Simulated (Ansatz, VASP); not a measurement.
## C: VASP beside Ansatz

```
C
1.0
     2.42350    0.00000    0.00000
    -1.21175    2.09881    0.00000
     0.00000    0.00000    3.51232
C
2
Direct
  0.33333 0.66667 0.00000
  0.66667 0.33333 0.00000
```

Change from the starting cell: mode 6 frozen in at +0.000 Å, equal normal strain along x, y and z -0.0167.

Alike in both runs: task single point; functional PBE; dispersion D3(BJ); k mesh 21 × 21 × 12; occupations gaussian, width 0.15 eV; no spin polarisation.

```csv
,VASP,Ansatz
version,VASP 6.6.1,Ansatz 0.2.0
potentials or method,"VASP PAW PBE potentials, release 64 (C), cutoff 520 eV","scalar-relativistic, plane waves, PAW"
valence electrons in the cell,8,8
```

|  | VASP | Ansatz | Ansatz less VASP |
| --- | --- | --- | --- |
| gap on the k mesh at the Fermi level (eV) | none | none | - |
| pressure (GPa) | 15.8 | 15.4 | -0.44 |
| traceless stress, the component that is largest in VASP (GPa) | -15.50 | -14.97 | +0.533 |

A gap of «none» marks a metal or a gap that the smearing closes.
